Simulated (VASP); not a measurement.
# Si32Ni (a cell with a defect) in VASP: a series of runs

Runs on Si32Ni (a cell with a defect). Level: LDA. Tasks: single point.

Everything below comes from runs of VASP 6.6.1. Logs are shortened: lines on timing, memory, paths and dates and some standing lists are left out, and cuts for length are marked.

## 1. The cell of the first run

The cell holds a defect, 33 atoms: a = 9.356 Å, b = 9.356 Å, c = 9.356 Å, α = 109.47°, β = 109.47°, γ = 109.47°.

## 2. Single point, LDA

Contents of INCAR:

```
ALGO     = Normal         # electronic algorithm
EDIFF    = 1E-7           # SCF threshold, eV
ENCUT    = 520            # plane-wave cutoff, eV
ISIF     = 2              # what is computed and relaxed
ISMEAR   = 0              # smearing method
LASPH    = True           # aspherical terms in the spheres
LCHARG   = False          # write CHGCAR
LREAL    = Auto         
LWAVE    = False          # write WAVECAR
NBANDS   = 91             # bands
NELM     = 60             # most SCF steps
PREC     = Accurate       # precision mode
SIGMA    = 0.02           # smearing width, eV
```

Contents of KPOINTS:

```
Automatic mesh
0
Gamma
  2 2 2
  0.5 0.5 0.5
```

Contents of POSCAR:

```
Si32Ni
1.0
   -5.4019422872     -5.4019422872      5.4019422872
    5.4019422872     -5.4019422872     -5.4019422872
    5.4019422872      5.4019422872      5.4019422872
Si Ni
32 1
Direct
    0.2499692570      0.7489337695      0.7490725159
    0.0000133285      0.7520958729     -0.0000054610
    0.4991413933      0.4989820988      0.7500253214
    0.2504090063      0.5020705250     -0.0000120327
    0.0000037024      0.5020737645      0.2503779989
    0.7491003763      0.7489410817      0.2499598160
    0.5004996085      0.7504642376      0.5004817446
    0.0000044428     -0.0044570080      0.7427982912
    0.7495978825      0.2516646657      0.7495827028
    0.4995131115      0.2499736999     -0.0000069419
    0.2571998970      0.2527377057      0.2571986938
    0.0000096262      0.2499753659      0.4995113529
    0.7500439258      0.4989735833      0.4991139032
    0.7428086578     -0.0044564526      0.0000016661
    0.5008778984     -0.0001507791      0.2508929063
    0.2509111405     -0.0001531856      0.5008689201
    0.2503387537      0.7502715291      0.5002589543
    0.0000086080      0.7479347770      0.7483004788
    0.5031742021      0.5035636916      0.5031508771
    0.2499563913      0.4999446230      0.7496581386
    0.0000028693      0.5009460220     -0.0000261017
    0.7483246368      0.7479375538     -0.0000024065
    0.5002826495      0.7502774529      0.2503230187
    0.0000041652      0.0003984678      0.4968320388
    0.7500623451      0.2499976727      0.4997114661
    0.4997283119      0.2500025784      0.7500504049
    0.2520358285      0.2536173893     -0.0000002777
    0.0000027768      0.2536212768      0.2520285163
    0.7496727630      0.4999418462      0.2499301044
    0.7479733742      0.0015861887      0.7479688388
    0.4968333346      0.0003942101     -0.0000191598
    0.2516987276     -0.0003748652      0.2516885460
    0.0000104592      0.0960243506     -0.0000060164
```

Potentials or basis: VASP PAW LDA potentials, release 64 (Si, Ni).

On the command line:

```bash
> cat potpaw_LDA.64/Si/POTCAR potpaw_LDA.64/Ni/POTCAR > POTCAR
> mpirun -np 1 vasp_std > vasp.out
```

OUTCAR:

```text
EDIFF = 1E-7
   ENCUT = 520
   ISIF = 2
   ISMEAR = 0
   LASPH = True
   LREAL = Auto
   NELM = 60
   PREC = Accurate

 ion  position               nearest neighbor table
   1  0.250  0.749  0.749-  20 2.33  18 2.33  17 2.33  31 2.34
   2  0.000  0.752  1.000-  32 2.34  22 2.34  18 2.34  21 2.35
   3  0.499  0.499  0.750-  26 2.33  22 2.33  20 2.33  19 2.34
   4  0.250  0.502  1.000-  27 2.33  20 2.33  23 2.33  21 2.34
   5  0.000  0.502  0.250-  28 2.33  29 2.33  17 2.33  21 2.34
   6  0.749  0.749  0.250-  29 2.33  22 2.33  23 2.33  24 2.34
   7  0.500  0.750  0.500-  19 2.33  30 2.33  17 2.34  23 2.34
   8  0.000  0.996  0.743-  33 2.27  24 2.32  18 2.33  30 2.39  27 2.39
   9  0.750  0.252  0.750-  30 2.33  25 2.33  26 2.33  21 2.34
  10  0.500  0.250  1.000-  31 2.33  27 2.33  29 2.34  26 2.34
  11  0.257  0.253  0.257-  33 2.27  19 2.32  32 2.33  28 2.39  27 2.39
  12  0.000  0.250  0.500-  24 2.33  28 2.33  20 2.34  25 2.34
  13  0.750  0.499  0.499-  25 2.33  18 2.33  29 2.33  19 2.34
  14  0.743  0.996  0.000-  33 2.27  31 2.32  22 2.33  28 2.39  30 2.39
  15  0.501  1.000  0.251-  23 2.33  32 2.33  25 2.33  31 2.34
  16  0.251  1.000  0.501-  17 2.33  32 2.33  26 2.33  24 2.34
  17  0.250  0.750  0.500-  16 2.33   1 2.33   5 2.33   7 2.34
  18  0.000  0.748  0.748-   1 2.33  13 2.33   8 2.33   2 2.34
  19  0.503  0.504  0.503-  11 2.32   7 2.33  13 2.34   3 2.34
  20  0.250  0.500  0.750-   1 2.33   3 2.33   4 2.33  12 2.34
  21  0.000  0.501  1.000-   9 2.34   4 2.34   5 2.34   2 2.35
  22  0.748  0.748  1.000-   6 2.33   3 2.33  14 2.33   2 2.34
  23  0.500  0.750  0.250-  15 2.33   6 2.33   4 2.33   7 2.34
  24  0.000  0.000  0.497-   8 2.32  12 2.33   6 2.34  16 2.34
  25  0.750  0.250  0.500-  13 2.33  15 2.33   9 2.33  12 2.34
  26  0.500  0.250  0.750-   3 2.33  16 2.33   9 2.33  10 2.34
  27  0.252  0.254  1.000-  10 2.33  33 2.33   4 2.33   8 2.39  11 2.39
  28  0.000  0.254  0.252-  12 2.33  33 2.33   5 2.33  14 2.39  11 2.39
  29  0.750  0.500  0.250-   6 2.33  13 2.33   5 2.33  10 2.34
  30  0.748  0.002  0.748-   7 2.33  33 2.33   9 2.33  14 2.39   8 2.39
  31  0.497  0.000  1.000-  14 2.32  10 2.33   1 2.34  15 2.34
  32  0.252  1.000  0.252-  16 2.33  15 2.33  11 2.33   2 2.34
  33  0.000  0.096  1.000-   8 2.27  11 2.27  14 2.27  27 2.33  30 2.33  28 2.33

  LATTYP: Found a body centered cubic cell.
 ALAT       =    10.8038845744

  Lattice vectors:

 A1 = (  -5.4019422872,  -5.4019422872,   5.4019422872)
 A2 = (   5.4019422872,  -5.4019422872,  -5.4019422872)
 A3 = (   5.4019422872,   5.4019422872,   5.4019422872)

Analysis of symmetry for initial positions (statically):
=====================================================================
 Subroutine PRICEL returns:
 Original cell was already a primitive cell.

 Routine SETGRP: Setting up the symmetry group for a
 body centered cubic supercell.

 Subroutine GETGRP returns: Found  1 space group operations
 (whereof  1 operations were pure point group operations)
 out of a pool of 48 trial point group operations.

The static configuration has the point symmetry C_1 .

Analysis of symmetry for dynamics (positions and initial velocities):
=====================================================================
 Subroutine PRICEL returns:
 Original cell was already a primitive cell.

 Routine SETGRP: Setting up the symmetry group for a
 body centered cubic supercell.

 Subroutine GETGRP returns: Found  1 space group operations
 (whereof  1 operations were pure point group operations)
 out of a pool of 48 trial point group operations.

The dynamic configuration has the point symmetry C_1 .

 Subroutine INISYM returns: Found  1 space group operations
 (whereof  1 operations are pure point group operations),
 and found     1 'primitive' translations

----------------------------------------------------------------------------------------

                                     Primitive cell

  volume of cell :     630.5359

  direct lattice vectors                    reciprocal lattice vectors
    -5.401942287 -5.401942287  5.401942287     0.000000000 -0.092559301  0.092559301
     5.401942287 -5.401942287 -5.401942287     0.092559301 -0.092559301  0.000000000
     5.401942287  5.401942287  5.401942287     0.092559301  0.000000000  0.092559301

  length of vectors
     9.356438501  9.356438501  9.356438501     0.130898618  0.130898618  0.130898618

  position of ions in fractional coordinates (direct lattice)
     0.249969257  0.748933769  0.749072516
     0.000013329  0.752095873  0.999994539
     0.499141393  0.498982099  0.750025321
     0.250409006  0.502070525  0.999987967
     0.000003702  0.502073764  0.250377999
     0.749100376  0.748941082  0.249959816
[... 25 lines left out ...]
     0.251698728  0.999625135  0.251688546
     0.000010459  0.096024351  0.999993984

  ion indices of the primitive-cell ions
   primitive index   ion index
                 1           1
                 2           2
                 3           3
                 4           4
                 5           5
                 6           6
[... 25 lines left out ...]
                32          32
                33          33

----------------------------------------------------------------------------------------

 KPOINTS: Automatic mesh

Automatic generation of k-mesh.
 Grid dimensions read from file:
 generate k-points for:    2    2    2

 Generating k-lattice:

  Cartesian coordinates                     Fractional coordinates (reciprocal lattice)
     0.000000000 -0.046279650  0.046279650     0.500000000  0.000000000  0.000000000
     0.046279650 -0.046279650  0.000000000     0.000000000  0.500000000  0.000000000
     0.046279650  0.000000000  0.046279650     0.000000000  0.000000000  0.500000000

  Length of vectors
     0.065449309  0.065449309  0.065449309

  Shift w.r.t. Gamma in fractional coordinates (k-lattice)
     0.500000000  0.500000000  0.500000000

 Subroutine IBZKPT returns following result:
 ===========================================

 Found      4 irreducible k-points:

 Following reciprocal coordinates:
            Coordinates               Weight
  0.250000  0.250000  0.250000      2.000000
 -0.250000  0.250000  0.250000      2.000000
  0.250000 -0.250000  0.250000      2.000000
  0.250000  0.250000 -0.250000      2.000000
   k-points           NKPTS =      4   k-points in BZ     NKDIM =      4   number of bands    NBANDS=     91
   number of dos      NEDOS =    301   number of ions     NIONS =     33
   total plane-waves  NPLWV = 343000
   dimension x,y,z NGX =    70 NGY =   70 NGZ =   70
   dimension x,y,z NGXF=   140 NGYF=  140 NGZF=  140
   ions per type =              32   1
   NGX,Y,Z   is equivalent  to a cutoff of  12.44, 12.44, 12.44 a.u.
   NGXF,Y,Z  is equivalent  to a cutoff of  24.88, 24.88, 24.88 a.u.
 SYSTEM =  unknown system
   PREC   = accura    normal or accurate (medium, high low for compatibility)
   ISTART =      0    job   : 0-new  1-cont  2-samecut
   ICHARG =      2    charge: 1-file 2-atom 10-const
   ISPIN  =      1    spin polarized calculation?
   LNONCOLLINEAR =      F non collinear calculations
   LSORBIT =      F    spin-orbit coupling
   LASPH  =      T    aspherical Exc in radial PAW
   ENCUT  =  520.0 eV  38.22 Ry    6.18 a.u.  17.40 17.40 17.40*2*pi/ulx,y,z
   NELM   =     60;   NELMIN=  2; NELMDL= -5     # of ELM steps
   EDIFF  = 0.1E-06   stopping-criterion for ELM
   LREAL  =      T    real-space projection
   EDIFFG = 0.1E-05   stopping-criterion for IOM
   NSW    =      0    number of steps for IOM
   IBRION =     -1    ionic relax: 0-MD 1-quasi-New 2-CG
   NFREE  =      0    steps in history (QN), initial steepest desc. (CG)
   ISIF   =      2    stress and relaxation
   ISYM   =      2    0-nonsym 1-usesym 2-fastsym
   POTIM  = 0.5000    time-step for ionic-motion
   TEBEG  =    0.0;   TEEND  =   0.0 temperature during run
   PSTRESS=    0.0 pullay stress
   NELECT =     138.0000    total number of electrons
   NUPDOWN=      -1.0000    fix difference up-down
   EMIN   =  10.00;   EMAX   =-10.00  energy-range for DOS
   EFERMI =   0.00;   METHOD = LEGACY
   ISMEAR =     0;   SIGMA  =   0.02  broadening in eV -4-tet -1-fermi 0-gaus
   EFERMI_NEDOS =   21; number of points for ismear=-14 and -15
   IALGO  =     38    algorithm
   IMIX   =      4    mixing-type and parameters
     AMIX     =   0.40;   BMIX     =  1.00
     AMIX_MAG =   1.60;   BMIX_MAG =  1.00
  volume/ion in A,a.u.               =      19.11       128.94
  Fermi-wavevector in a.u.,A,eV,Ry     =   0.986578  1.864361 13.243032  0.973335
  Thomas-Fermi vector in A             =   2.117969
   LORBIT       =      0    0 simple, 1 ext, 2 COOP (PROOUT), +10 PAW based schemes
   GGA     = CA    functional components
   LHFCALC =     F    Hartree Fock is set to
   AEXX    =    0.0000 exact exchange contribution
   IVDW    =     0    specifies the selected vdW correction
   LEPSILON=     F    determine dielectric tensor
   LRPA    =     F    only Hartree local field effects (RPA)
 non-spin polarized calculation
 Gauss-broadening in eV      SIGMA  =   0.02
  energy-cutoff  :      520.00
  volume of cell :      630.54
 maximum number of plane-waves:     17028
 NGX is ok and might be reduce to    70
   NGX = 35   NGY = 35   NGZ = 35

 number of electron     137.9999991 magnetization

 Free energy of the ion-electron system (eV)
  ---------------------------------------------------
  ext. energy  EPLUGINS =         0.00000000
  ---------------------------------------------------
  free energy    TOTEN  =      -196.79393335 eV

  energy without entropy =     -196.79393335  energy(sigma->0) =     -196.79393335

 E-fermi :   5.9906     XC(G=0):  -9.7963

 val. band max:        5.8581999288   @ k =   0.2500   0.2500   0.2500
 cond. band min:       6.5929618177   @ k =  -0.2500   0.2500   0.2500
 fundamental gap:      0.7347618889
 Fermi energy:         5.9906117032

 k-point     1 :       0.2500    0.2500    0.2500
  band No.  band energies     occupation
      1      -5.3649      2.00000
      2      -5.1592      2.00000
      3      -5.1592      2.00000
      4      -5.1309      2.00000
      5      -3.4484      2.00000
      6      -3.3147      2.00000
[... 325 lines left out ...]
     80       8.4407      0.00000
     81       8.5025      0.00000
 [bands above 81 left out]

------------------------ aborting loop because EDIFF is reached ----------------------------------------

  FORCE on cell =-STRESS in cart. coord.  units (eV):
  Direction    XX          YY          ZZ          XY          YZ          ZX
  --------------------------------------------------------------------------------------
  -------------------------------------------------------------------------------------
  Total        2.8528929      2.8520640      2.8522104     -0.5798863      0.5790986     -0.5798623
  in kB        7.2491358      7.2470297      7.2474018     -1.4734779      1.4714765     -1.4734168
  external PRESSURE =       7.2478558 kB  Pullay stress =       0.0000000 kB

 VOLUME and BASIS-vectors are now :
 -----------------------------------------------------------------------------
  energy-cutoff  :      520.00
  volume of cell :      630.54
      direct lattice vectors                 reciprocal lattice vectors
    -5.401942287 -5.401942287  5.401942287     0.000000000 -0.092559301  0.092559301
     5.401942287 -5.401942287 -5.401942287     0.092559301 -0.092559301  0.000000000
     5.401942287  5.401942287  5.401942287     0.092559301  0.000000000  0.092559301

 POSITION                                       TOTAL-FORCE (eV/Angst)
 -----------------------------------------------------------------------------------
      6.74182     -1.34957      1.35107        -0.000230      0.000215     -0.000759
      9.46462      1.33906      1.33921         0.003337     -0.003309     -0.003652
      4.05073     -1.34021      4.05245         0.000485      0.000585      0.000319
      6.76134      1.33703      4.04242         0.001315     -0.001558     -0.001083
      4.06468     -1.35967     -1.35963         0.001433     -0.000777     -0.000749
      1.34941     -6.74206      1.35113        -0.000028      0.000404     -0.000694
[... 25 lines left out ...]
      5.39986     -5.39997     -2.68065         0.001501     -0.001489     -0.001742
      5.92057      4.88314      4.88325        -0.043008      0.043959      0.043437
 -----------------------------------------------------------------------------------
    total drift:                                0.002040     -0.003390     -0.003189

  FREE ENERGIE OF THE ION-ELECTRON SYSTEM (eV)
  ---------------------------------------------------
  free  energy   TOTEN  =      -196.7939333484 eV

  energy  without entropy=     -196.7939333484  energy(sigma->0) =     -196.79393335
```

Wall time 6.6 min (1 thread of Intel Xeon 6975P-C (Granite Rapids), shared host); peak memory 0.59 GiB.

What came out:

```yaml
Free_energy: -196.7939 eV
Pressure: 0.7 GPa
Largest_force: 0.075 eV/Å
Band_gap_on_the_k_mesh: 0.73 eV
```

Forces in eV/Å, atoms in the order of the input:
```
Si   0.000  0.000 -0.001
Si   0.003 -0.003 -0.004
Si   0.000  0.001  0.000
Si   0.001 -0.002 -0.001
Si   0.001 -0.001 -0.001
Si   0.000  0.000 -0.001
Si   0.004 -0.005  0.003
Si  -0.012 -0.011 -0.011
Si   0.001 -0.001 -0.002
Si   0.004  0.002 -0.005
Si   0.011 -0.011  0.012
Si  -0.003 -0.005 -0.005
Si   0.000 -0.001  0.000
Si   0.011  0.011 -0.011
Si   0.001  0.000  0.000
Si   0.000 -0.001  0.000
Si  -0.001 -0.003  0.002
Si   0.002 -0.001 -0.002
Si   0.002 -0.002  0.001
Si  -0.002  0.001 -0.003
Si   0.003 -0.002 -0.002
Si   0.001 -0.002 -0.002
Si   0.003  0.001  0.002
Si  -0.001 -0.002 -0.002
Si  -0.002 -0.003  0.001
Si   0.003  0.002  0.001
Si   0.000 -0.008  0.000
Si   0.007  0.000  0.000
Si  -0.001  0.002 -0.003
Si   0.000  0.000 -0.007
Si   0.002  0.001 -0.002
Si   0.002 -0.001 -0.002
Ni  -0.043  0.044  0.043
```

Levels at points of the mesh, in eV from the valence-band top:
| k point | band 67 | band 68 | band 69 | band 70 | band 71 | band 72 |
| --- | --- | --- | --- | --- | --- | --- |
| (0.25, 0.25, 0.25) | -0.35 | 0.00 | 0.00 | 1.25 | 1.44 | 1.62 |

Spin polarisation is off, so any magnetic state and its effect on volume and gap are missing.

[end of part 1 of 2]
